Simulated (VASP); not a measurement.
Set up this calculation in VASP 6.6.1, as the native input.

```
Task                   : single point
Functional             : PBEsol
Potentials or basis    : VASP PAW PBE potentials, release 64 (C)
Cutoff                 : 520 eV
k mesh                 : 12 × 12 × 4
Occupations            : fermi-dirac, width 0.1 eV
Spin                   : no spin polarisation
Dipole correction      : no
Further INCAR settings : ALGO = Normal; EDIFF = 1e-06; NBANDS = 16
```

The structure of C lies in POSCAR:

```
C
1.0
    2.4700000000      0.0000000000      0.0000000000
   -1.2350000000      2.1390827500      0.0000000000
    0.0000000000      0.0000000000      6.7900000000
C
4
Direct
    0.0000000000      0.0000000000      0.0000000000
    0.0000000000      0.0000000000      0.5000000000
    0.3333333318      0.6666666636      0.0050000000
    0.6666666659      0.3333333318      0.5050000000
```

One way to write it, as run:

INCAR

```
SYSTEM = C
ALGO = Normal
EDIFF = 1E-6
ENCUT = 520
GGA = PS
ISIF = 2
ISMEAR = -1
LASPH = .TRUE.
LCHARG = .TRUE.
LELF = .TRUE.
LREAL = .FALSE.
LVHAR = .TRUE.
LWAVE = .FALSE.
NBANDS = 16
NELM = 80
PREC = Accurate
SIGMA = 0.1
```

KPOINTS

```
k-points
0
G
  12 12 4
  0 0 0
```

Potentials or basis: VASP PAW PBE potentials, release 64 (C).

Command:

```sh
$ cat potpaw_PBE.64/C/POTCAR > POTCAR
$ mpirun -np 1 vasp_std > vasp.out
```

Results of the run:

The pressure is -2.8 GPa and the largest force is 0.569 eV/Å. The band gap on the k mesh is zero (band 8 reaches 4.45 eV, above the bottom of band 9 at 4.43 eV).

Caveat: the PAW data sets were made with another functional, which shifts forces and pressure a little; this functional lacks dispersion, which binds the layers, so the pressure and a relaxed spacing across them are unreliable.

Run time: 37 s on 1 thread of AMD EPYC 7R13, with other jobs on the host, peak memory 0.12 GiB.
